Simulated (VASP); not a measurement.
# NaH in VASP: settings compared

NaH is run at these levels: PBE, r2SCAN, HSE06; tasks: single point.

Everything below comes from runs of VASP 6.6.1. Logs are shortened: lines on timing, memory, paths and dates and some standing lists are left out, and cuts for length are marked.

### 1 The cell of the first run

Symmetry: I-4m2, No. 119, tetragonal system. Conventional cell: a = 3.523 Å, b = 3.523 Å, c = 5.194 Å, α = 90.00°, β = 90.00°, γ = 90.00°. Na (site symmetry -4m2) has 4 H at 2.19 Å within 2.9 Å. Within 2.9 Å of H (site symmetry -4m2) lie 4 Na at 2.19 Å.

### 2 Single point, PBE (biaxial xy strain -4.1%)

File INCAR:

```
ALGO     = Normal         # electronic algorithm
EDIFF    = 1E-6           # SCF threshold, eV
ENCUT    = 520            # plane-wave cutoff, eV
GGA      = PE             # functional
ISIF     = 2              # what is computed and relaxed
ISMEAR   = -1             # smearing method
LASPH    = T              # aspherical terms in the spheres
LCHARG   = F              # write CHGCAR
LREAL    = F              # projectors in reciprocal space
LWAVE    = F              # write WAVECAR
NBANDS   = 11             # bands
NELM     = 60             # most SCF steps
PREC     = Accurate       # precision mode
SIGMA    = 0.02           # smearing width, eV
```

File KPOINTS:

```
k-points
0
Gamma
  8 8 8
```

File POSCAR:

```
NaH
1.0
    0.0000000000      2.4912261117      2.5969207877
    2.4912261117      0.0000000000      2.5969207877
    2.4912261117      2.4912261117      0.0000000000
Na H
1 1
Direct
    0.0000000000      0.0000000000      0.0000000000
    0.2500000000      0.2500000000      0.2500000000
```

Potentials or basis: VASP PAW PBE potentials, release 64 (Na_pv, H).

On the command line:

```
$ cat potpaw_PBE.64/Na_pv/POTCAR potpaw_PBE.64/H/POTCAR > POTCAR
$ mpirun -np 1 vasp_std > vasp.out
```

OUTCAR:

```text
EDIFF = 1E-6
   ENCUT = 520
   GGA = PE
   ISIF = 2
   ISMEAR = -1
   LASPH = T
   LREAL = F
   NELM = 60
   PREC = Accurate

 ion  position               nearest neighbor table
   1  0.000  0.000  0.000-
   2  0.250  0.250  0.250-

  LATTYP: Found a body centered tetragonal cell.
 ALAT       =     3.5231257541
 C/A-ratio  =     1.4742140752

  Lattice vectors:

 A1 = (  -2.4912261117,   0.0000000000,   2.5969207877)
 A2 = (   2.4912261117,   0.0000000000,   2.5969207877)
 A3 = (   0.0000000000,   2.4912261117,  -2.5969207877)

Analysis of symmetry for initial positions (statically):
=====================================================================
 Subroutine PRICEL returns:
 Original cell was already a primitive cell.

 Routine SETGRP: Setting up the symmetry group for a
 body centered tetragonal supercell.

 Subroutine GETGRP returns: Found  8 space group operations
 (whereof  8 operations were pure point group operations)
 out of a pool of 16 trial point group operations.

The static configuration has the point symmetry D_2d.

Analysis of symmetry for dynamics (positions and initial velocities):
=====================================================================
 Subroutine PRICEL returns:
 Original cell was already a primitive cell.

 Routine SETGRP: Setting up the symmetry group for a
 body centered tetragonal supercell.

 Subroutine GETGRP returns: Found  8 space group operations
 (whereof  8 operations were pure point group operations)
 out of a pool of 16 trial point group operations.

The dynamic configuration has the point symmetry D_2d.

 Subroutine INISYM returns: Found  8 space group operations
 (whereof  8 operations are pure point group operations),
 and found     1 'primitive' translations

----------------------------------------------------------------------------------------

                                     Primitive cell

  volume of cell :      32.2341

  direct lattice vectors                    reciprocal lattice vectors
     0.000000000  2.491226112  2.596920788    -0.200704383  0.200704383  0.192535715
     2.491226112  0.000000000  2.596920788     0.200704383 -0.200704383  0.192535715
     2.491226112  2.491226112  0.000000000     0.200704383  0.200704383 -0.192535715

  length of vectors
     3.598639342  3.598639342  3.523125754     0.342978863  0.342978863  0.342978863

  position of ions in fractional coordinates (direct lattice)
     0.000000000  0.000000000  0.000000000
     0.250000000  0.250000000  0.250000000

  ion indices of the primitive-cell ions
   primitive index   ion index
                 1           1
                 2           2

----------------------------------------------------------------------------------------

 KPOINTS: k-points

Automatic generation of k-mesh.
 Grid dimensions read from file:
 generate k-points for:    8    8    8

 Generating k-lattice:

  Cartesian coordinates                     Fractional coordinates (reciprocal lattice)
    -0.025088048  0.025088048  0.024066964     0.125000000  0.000000000  0.000000000
     0.025088048 -0.025088048  0.024066964     0.000000000  0.125000000  0.000000000
     0.025088048  0.025088048 -0.024066964     0.000000000  0.000000000  0.125000000

  Length of vectors
     0.042872358  0.042872358  0.042872358

  Shift w.r.t. Gamma in fractional coordinates (k-lattice)
     0.000000000  0.000000000  0.000000000

 Subroutine IBZKPT returns following result:
 ===========================================

 Found     59 irreducible k-points:

 Following reciprocal coordinates:
            Coordinates               Weight
  0.000000  0.000000  0.000000      1.000000
  0.125000  0.000000  0.000000      8.000000
  0.250000  0.000000  0.000000      8.000000
  0.375000  0.000000  0.000000      8.000000
  0.500000  0.000000  0.000000      4.000000
  0.125000  0.125000  0.000000      2.000000
[... 16 lines left out ...]
  0.250000  0.000000  0.125000     16.000000
  0.375000  0.000000  0.125000     16.000000
 [... further k-points ...]
   k-points           NKPTS =     59   k-points in BZ     NKDIM =     59   number of bands    NBANDS=     11
   number of dos      NEDOS =    301   number of ions     NIONS =      2
   total plane-waves  NPLWV =  21952
   dimension x,y,z NGX =    28 NGY =   28 NGZ =   28
   dimension x,y,z NGXF=    56 NGYF=   56 NGZF=   56
   ions per type =               1   1
   NGX,Y,Z   is equivalent  to a cutoff of  12.94, 12.94, 13.21 a.u.
   NGXF,Y,Z  is equivalent  to a cutoff of  25.87, 25.87, 26.42 a.u.
 SYSTEM =  unknown system
   PREC   = accura    normal or accurate (medium, high low for compatibility)
   ISTART =      0    job   : 0-new  1-cont  2-samecut
   ICHARG =      2    charge: 1-file 2-atom 10-const
   ISPIN  =      1    spin polarized calculation?
   LNONCOLLINEAR =      F non collinear calculations
   LSORBIT =      F    spin-orbit coupling
   LASPH  =      T    aspherical Exc in radial PAW
   ENCUT  =  520.0 eV  38.22 Ry    6.18 a.u.   6.69  6.69  6.55*2*pi/ulx,y,z
   NELM   =     60;   NELMIN=  2; NELMDL= -5     # of ELM steps
   EDIFF  = 0.1E-05   stopping-criterion for ELM
   LREAL  =      F    real-space projection
   EDIFFG = 0.1E-04   stopping-criterion for IOM
   NSW    =      0    number of steps for IOM
   IBRION =     -1    ionic relax: 0-MD 1-quasi-New 2-CG
   NFREE  =      0    steps in history (QN), initial steepest desc. (CG)
   ISIF   =      2    stress and relaxation
   ISYM   =      2    0-nonsym 1-usesym 2-fastsym
   POTIM  = 0.5000    time-step for ionic-motion
   TEBEG  =    0.0;   TEEND  =   0.0 temperature during run
   PSTRESS=    0.0 pullay stress
   NELECT =       8.0000    total number of electrons
   NUPDOWN=      -1.0000    fix difference up-down
   EMIN   =  10.00;   EMAX   =-10.00  energy-range for DOS
   EFERMI =   0.00;   METHOD = LEGACY
   ISMEAR =    -1;   SIGMA  =   0.02  broadening in eV -4-tet -1-fermi 0-gaus
   EFERMI_NEDOS =   21; number of points for ismear=-14 and -15
   IALGO  =     38    algorithm
   IMIX   =      4    mixing-type and parameters
     AMIX     =   0.40;   BMIX     =  1.00
     AMIX_MAG =   1.60;   BMIX_MAG =  1.00
  volume/ion in A,a.u.               =      16.12       108.76
  Fermi-wavevector in a.u.,A,eV,Ry     =   1.028805  1.944160 14.400953  1.058440
  Thomas-Fermi vector in A             =   2.162820
   LORBIT       =      0    0 simple, 1 ext, 2 COOP (PROOUT), +10 PAW based schemes
   GGA     = PE    functional components
   LHFCALC =     F    Hartree Fock is set to
   AEXX    =    0.0000 exact exchange contribution
   IVDW    =     0    specifies the selected vdW correction
   LEPSILON=     F    determine dielectric tensor
   LRPA    =     F    only Hartree local field effects (RPA)
 non-spin polarized calculation
  energy-cutoff  :      520.00
  volume of cell :       32.23
 maximum number of plane-waves:       901
   NGX = 13   NGY = 13   NGZ = 13

 number of electron       7.9999990 magnetization

 Free energy of the ion-electron system (eV)
  ---------------------------------------------------
  ext. energy  EPLUGINS =         0.00000000
  ---------------------------------------------------
  free energy    TOTEN  =        -4.97007178 eV

  energy without entropy =       -4.97007178  energy(sigma->0) =       -4.97007178

 E-fermi :  -1.1126     XC(G=0):  -7.1370

 val. band max:       -1.6008175988   @ k =  -0.2500   0.2500   0.5000
 cond. band min:       2.0287821386   @ k =   0.5000   0.0000   0.0000
 fundamental gap:      3.6295997373
 Fermi energy:        -1.1126309348

 k-point     1 :       0.0000    0.0000    0.0000
  band No.  band energies     occupation
      1     -23.5115      2.00000
      2     -23.5115      2.00000
      3     -23.5047      2.00000
      4      -4.7113      2.00000
      5       7.0247      0.00000
      6      12.1502      0.00000
      7      12.2378      0.00000
      8      12.2378      0.00000
      9      15.1580      0.00000
     10      15.2067      0.00000
     11      15.2067      0.00000

 k-point     2 :       0.1250    0.0000    0.0000
  band No.  band energies     occupation
      1     -23.5199      2.00000
      2     -23.5124      2.00000
      3     -23.5073      2.00000
      4      -4.4771      2.00000
      5       6.2746      0.00000
      6      11.4618      0.00000
      7      11.8867      0.00000
      8      12.0449      0.00000
      9      15.4501      0.00000
     10      15.7409      0.00000
     11      15.7993      0.00000

 k-point     3 :       0.2500    0.0000    0.0000
  band No.  band energies     occupation
      1     -23.5423      2.00000
      2     -23.5148      2.00000
      3     -23.5113      2.00000
      4      -3.8196      2.00000
      5       4.5849      0.00000
      6      10.4041      0.00000
      7      11.4454      0.00000
      8      11.7833      0.00000
      9      14.2703      0.00000
     10      15.1828      0.00000
     11      16.0757      0.00000

 k-point     4 :       0.3750    0.0000    0.0000
  band No.  band energies     occupation
      1     -23.5649      2.00000
      2     -23.5171      2.00000
      3     -23.5150      2.00000
      4      -2.9287      2.00000
      5       2.8566      0.00000
      6       9.7589      0.00000
      7      11.1889      0.00000
      8      11.7058      0.00000
      9      13.3209      0.00000
     10      14.0350      0.00000
     11      15.2338      0.00000
[... 239 lines left out ...]
 k-point    22 :       0.1250    0.0000    0.1250
  band No.  band energies     occupation
      1     -23.5211      2.00000
      2     -23.5153      2.00000
      3     -23.5076      2.00000
      4      -4.3911      2.00000
      5       6.1652      0.00000
      6      10.9889      0.00000
      7      11.0164      0.00000
      8      13.3132      0.00000
      9      13.8221      0.00000
     10      15.4070      0.00000
     11      17.0153      0.00000

 k-point    23 :       0.2500    0.0000    0.1250
  band No.  band energies     occupation
      1     -23.5378      2.00000
      2     -23.5181      2.00000
      3     -23.5116      2.00000
      4      -3.8679      2.00000
      5       5.0324      0.00000
      6       9.8228      0.00000
      7      10.3816      0.00000
      8      12.6231      0.00000
      9      14.0723      0.00000
     10      14.9084      0.00000
     11      16.7223      0.00000

 k-point    24 :       0.3750    0.0000    0.1250
  band No.  band energies     occupation
      1     -23.5588      2.00000
      2     -23.5210      2.00000
      3     -23.5162      2.00000
      4      -3.0402      2.00000
      5       3.4664      0.00000
      6       8.7560      0.00000
      7      10.1515      0.00000
      8      11.6661      0.00000
      9      13.9351      0.00000
     10      15.5112      0.00000
     11      16.4105      0.00000

 [... further k-points ...]

------------------------ aborting loop because EDIFF is reached ----------------------------------------

  FORCE on cell =-STRESS in cart. coord.  units (eV):
  Direction    XX          YY          ZZ          XY          YZ          ZX
  --------------------------------------------------------------------------------------
  -------------------------------------------------------------------------------------
  Total        0.4079743      0.4079743      0.3721737      0.0000000      0.0000000      0.0000000
  in kB       20.2781507     20.2781507     18.4987026      0.0000000      0.0000000      0.0000000
  external PRESSURE =      19.6850013 kB  Pullay stress =       0.0000000 kB

 VOLUME and BASIS-vectors are now :
 -----------------------------------------------------------------------------
  energy-cutoff  :      520.00
  volume of cell :       32.23
      direct lattice vectors                 reciprocal lattice vectors
     0.000000000  2.491226112  2.596920788    -0.200704383  0.200704383  0.192535715
     2.491226112  0.000000000  2.596920788     0.200704383 -0.200704383  0.192535715
     2.491226112  2.491226112  0.000000000     0.200704383  0.200704383 -0.192535715

 POSITION                                       TOTAL-FORCE (eV/Angst)
 -----------------------------------------------------------------------------------
      0.00000      0.00000      0.00000        -0.000000     -0.000000     -0.000000
      1.24561      1.24561      1.29846         0.000000      0.000000      0.000000
 -----------------------------------------------------------------------------------
    total drift:                                0.000000      0.000000      0.000001

  FREE ENERGIE OF THE ION-ELECTRON SYSTEM (eV)
  ---------------------------------------------------
  free  energy   TOTEN  =        -4.9700717785 eV

  energy  without entropy=       -4.9700717785  energy(sigma->0) =       -4.97007178
```

It took 9.2 s on 1 thread of Intel Xeon 6975P-C (Granite Rapids), shared host; peak memory 0.16 GiB.

What came out:

| Item | Value |
| --- | --- |
| Free energy | -4.9701 eV |
| Pressure | 2.0 GPa |
| Band gap on the k mesh | 3.63 eV (least direct gap 4.44 eV) |

Stress tensor (GPa, compression positive):
```
2.03 0.00 0.00
0.00 2.03 0.00
0.00 0.00 1.85
```

Caveat: the cell differs from its parent crystal (biaxial xy strain -4.1%); the structure was generated, so it needn't be the stable form of NaH. A k mesh can miss the band edges.

### 3 Single point, r2SCAN (biaxial xy strain -4.1%)

POSCAR is that of step 2.

File INCAR.step1:

```
PREC = Accurate
ENCUT = 520
ISMEAR = 0
SIGMA = 0.01
LREAL = False
LASPH = True
NELM = 60
NBANDS = 11
GGA = PE
ALGO = Normal
EDIFF = 1E-4
LWAVE = True
LCHARG = False
```

File INCAR.step2:

```
PREC = Accurate
ENCUT = 520
EDIFF = 1E-6
ISMEAR = 0
SIGMA = 0.01
LREAL = False
LASPH = True
NELM = 60
ALGO = Normal
ISIF = 2
LWAVE = False
LCHARG = False
METAGGA = R2SCAN
LMIXTAU = True
NBANDS = 11
ISTART = 1
```

File KPOINTS:

```
regular mesh
0
Gamma
  8 8 8
```

Potentials or basis: VASP PAW PBE potentials, release 64 (Na_pv, H).

On the command line:

```
$ cat potpaw_PBE.64/Na_pv/POTCAR potpaw_PBE.64/H/POTCAR > POTCAR
$ cp INCAR.step1 INCAR
$ mpirun -np 1 vasp_std > vasp.out
$ cp INCAR.step2 INCAR
$ mpirun -np 1 vasp_std > vasp.out
```

Run time: 45 s. Hardware: 1 thread of Intel Xeon 6975P-C (Granite Rapids), shared host; peak memory 0.16 GiB.

It converged, with:

```
Free energy            : -7.4472 eV
Pressure               : 1.6 GPa
Band gap on the k mesh : 4.08 eV (least direct gap 4.87 eV)
```

Stress tensor (GPa, compression positive):
```
1.71 0.00 0.00
0.00 1.71 0.00
0.00 0.00 1.49
```

Levels at points of the mesh, in eV from the valence-band top:
```
           k point  band 1  band 2  band 3  band 4  band 5  band 6  band 7  band 8
(0.00, 0.00, 0.00)  -22.69  -22.69  -22.68   -3.07    9.27   14.22   14.32   14.32
(0.50, 0.00, 0.00)  -22.75  -22.69  -22.69   -0.79    4.08   12.03   13.26   13.88
(0.50, 0.50, 0.00)  -22.74  -22.71  -22.71   -0.26    5.38    8.20   11.09   11.09
(0.50, 0.00, 0.50)  -22.75  -22.71  -22.70   -0.06    5.76    8.06   10.59   10.65
```

Caveat: the cell differs from its parent crystal (biaxial xy strain -4.1%); the structure was generated, so it needn't be the stable form of NaH; the PAW data sets were made with another functional, which shifts forces and pressure a little.

### 4 Single point, HSE06 (strain +2.6%)

File POSCAR:

```
NaH
1.0
    0.0000000000      2.6657391886      2.6657391886
    2.6657391886      0.0000000000      2.6657391886
    2.6657391886      2.6657391886      0.0000000000
Na H
1 1
Direct
    0.0000000000      0.0000000000      0.0000000000
    0.2500000000      0.2500000000      0.2500000000
```

File INCAR.step1:

```
PREC     = Accurate       # precision mode
ENCUT    = 520            # plane-wave cutoff, eV
EDIFF    = 1E-5           # SCF threshold, eV
ISMEAR   = 0              # smearing method
SIGMA    = 0.01           # smearing width, eV
LREAL    = False          # projectors in reciprocal space
LASPH    = True           # aspherical terms in the spheres
NELM     = 100            # most SCF steps
ALGO     = Normal         # electronic algorithm
ISIF     = 2              # what is computed and relaxed
LWAVE    = True           # write WAVECAR
LCHARG   = False          # write CHGCAR
GGA      = PE             # functional
NBANDS   = 11             # bands
```

File INCAR.step2:

```
PREC     = Accurate       # precision mode
ENCUT    = 520            # plane-wave cutoff, eV
EDIFF    = 1E-6           # SCF threshold, eV
ISMEAR   = 0              # smearing method
SIGMA    = 0.01           # smearing width, eV
LREAL    = False          # projectors in reciprocal space
LASPH    = True           # aspherical terms in the spheres
NELM     = 100            # most SCF steps
ALGO     = Normal         # electronic algorithm
ISIF     = 2              # what is computed and relaxed
LWAVE    = False          # write WAVECAR
LCHARG   = False          # write CHGCAR
GGA      = PE             # functional
LHFCALC  = True           # exact exchange
HFSCREEN = 0.2079         # screening, 1/A
PRECFOCK = Normal       
ISTART   = 1            
NBANDS   = 11             # bands
```

File KPOINTS:

```
regular mesh
0
Gamma
  6 6 6
```

On the command line:

```
$ cat potpaw_PBE.64/Na_pv/POTCAR potpaw_PBE.64/H/POTCAR > POTCAR
$ cp INCAR.step1 INCAR
$ mpirun -np 1 vasp_std > vasp.out
$ cp INCAR.step2 INCAR
$ mpirun -np 1 vasp_std > vasp.out
```

It took 5.9 min on 1 thread of Intel Xeon 6975P-C (Granite Rapids), shared host; peak memory 0.26 GiB.

It converged, with:

```yaml
Free_energy: -5.6443 eV
Pressure: -1.2 GPa
Band_gap_on_the_k_mesh: 4.55 eV (least direct gap 5.24 eV)
```

Levels at points of the mesh, in eV from the valence-band top:
```tsv
k point	band 1	band 2	band 3	band 4	band 5	band 6	band 7	band 8	band 9
(0.00, 0.00, 0.00)	-24.39	-24.39	-24.39	-2.83	9.11	14.24	14.24	14.24	16.64
(0.50, 0.00, 0.00)	-24.42	-24.40	-24.40	-0.69	4.55	11.49	13.48	13.48	14.91
(0.50, 0.50, 0.00)	-24.42	-24.40	-24.40	-0.06	5.98	8.36	10.59	10.59	13.05
```

Caveat: the cell differs from its parent crystal (strain +2.6%); the structure was generated, so it needn't be the stable form of NaH; the PAW data sets were made with another functional, which shifts forces and pressure a little.

### 5 Overview

```tsv
level	cell	k mesh	smearing	grid for exact exchange (PRECFOCK)	share of exact exchange	screening parameter	gap on the mesh (eV)	pressure (GPa)
PBE	a = 3.599, b = 3.599, c = 3.523 Å, angles 60.7, 60.7, 58.6°, 2 atoms	8 × 8 × 8	fermi-dirac 0.02 eV	-	-	-	3.63	2.0
r2SCAN	a = 3.599, b = 3.599, c = 3.523 Å, angles 60.7, 60.7, 58.6°, 2 atoms	8 × 8 × 8	gaussian 0.01 eV	-	-	-	4.08	1.6
HSE06	a = 3.770 Å, angles 60.0°, 2 atoms	6 × 6 × 6	gaussian 0.01 eV	Normal	0.25	0.2079 1/Å	4.55	-1.2
```

Alike in all rows: task single point; potentials or basis VASP PAW PBE potentials, release 64 (Na_pv, H); no spin polarisation; cutoff (eV) 520.

Caveats: the structure was generated, so it needn't be the stable form of NaH; the PAW data sets were made with another functional, which shifts forces and pressure a little (at least some runs).

Absolute energies hang on the potentials; compare differences alone.
